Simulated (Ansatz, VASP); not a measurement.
# Ag in VASP and in Ansatz

The input POSCAR:

```
Ag
1.0
    0.0000000000      2.0427500000      2.0427500000
    2.0427500000      0.0000000000      2.0427500000
    2.0427500000      2.0427500000      0.0000000000
Ag
1
Direct
    0.0000000000      0.0000000000      0.0000000000
```

The input INCAR.step1:

```
PREC     = Accurate       # precision mode
ENCUT    = 600            # plane-wave cutoff, eV
EDIFF    = 1E-5           # SCF threshold, eV
ISMEAR   = -1             # smearing method
SIGMA    = 0.05           # smearing width, eV
LREAL    = F              # projectors in reciprocal space
LASPH    = T              # aspherical terms in the spheres
NELM     = 80             # most SCF steps
ALGO     = Normal         # electronic algorithm
LWAVE    = T              # write WAVECAR
LCHARG   = F              # write CHGCAR
GGA      = PE             # functional
NBANDS   = 12             # bands
```

INCAR.step2

```
PREC     = Accurate       # precision mode
ENCUT    = 600            # plane-wave cutoff, eV
EDIFF    = 1E-6           # SCF threshold, eV
ISMEAR   = -1             # smearing method
SIGMA    = 0.05           # smearing width, eV
LREAL    = F              # projectors in reciprocal space
LASPH    = T              # aspherical terms in the spheres
NELM     = 80             # most SCF steps
ALGO     = Normal         # electronic algorithm
ISIF     = 3              # what is computed and relaxed
LWAVE    = F              # write WAVECAR
LCHARG   = F              # write CHGCAR
GGA      = PE             # functional
LHFCALC  = T              # exact exchange
AEXX     = 1.0            # exact-exchange fraction
ALDAC    = 0.0          
AGGAC    = 0.0          
PRECFOCK = Normal       
IBRION   = 2              # ionic algorithm
NSW      = 60             # ionic steps
EDIFFG   = -0.01          # ionic threshold
ISTART   = 1
```

Contents of KPOINTS:

```
regular mesh
0
Gamma
  6 6 6
```

Contents of input.yaml:

```yaml
crystal:
  lattice:
    - [0.0, 2.04275, 2.04275]
    - [2.04275, 0.0, 2.04275]
    - [2.04275, 2.04275, 0.0]
  atoms:
    - { symbol: Ag, position: [0.0, 0.0, 0.0] }
hamiltonian:
  xc: hf
  pseudopotentials: { kind: paw }
kpoints:
  mp_grid: { grid: [6, 6, 6] }
scf:
  occupations: { method: fermi_dirac, width: 0.05 }
output:
  forces: true
  stress: true
  write_density: true
  write_potential: true
  elf: true
  volumetric_format: npy
relax:
  f_tol: 0.01
  max_steps: 40
  cell: { stress_tol: 0.05 }
```

Alike in both runs: task relaxation of cell and atoms; functional HF; k mesh 6 × 6 × 6; occupations fermi-dirac, width 0.05 eV; no spin polarisation.

|  | VASP | Ansatz |
| --- | --- | --- |
| version | VASP 6.6.1 | Ansatz 0.2.0 |
| potentials or method | VASP PAW PBE potentials, release 64 (Ag) | Ansatz PAW |
| plane-wave cutoff (eV) | 600 | 420 |
| valence electrons in the cell | 11 | 19 |

Ansatz gave:

- gap on the k mesh at the Fermi level, each at its own relaxed structure (eV): none
- relaxed volume (Å³/atom): 22.65
- relaxed cell length with the largest relative difference (Å): 3.176

**Question.** Estimate VASP's values.

**Answer.** gap on the k mesh at the Fermi level, each at its own relaxed structure (eV): none; relaxed volume (Å³/atom): 22.28; relaxed cell length with the largest relative difference (Å): 3.158.

VASP's potentials were made for PBE, not for HF. A gap of «none» marks a metal or a gap that the smearing closes. VASP's potentials hold 11 valence electrons a cell and Ansatz's 19, so a difference there can come from the potentials and not from the codes.

The k mesh is coarse, so the values compare programs but aren't converged. Noted on VASP's run: the volume moved by over 15 % at a fixed basis, so the end points are rough. Noted on Ansatz's run: the volume moved by over 15 % at a fixed basis, so the end points are rough; the plane-wave basis is chosen anew once the cell has moved, so the energies of steps on either side of that aren't comparable.
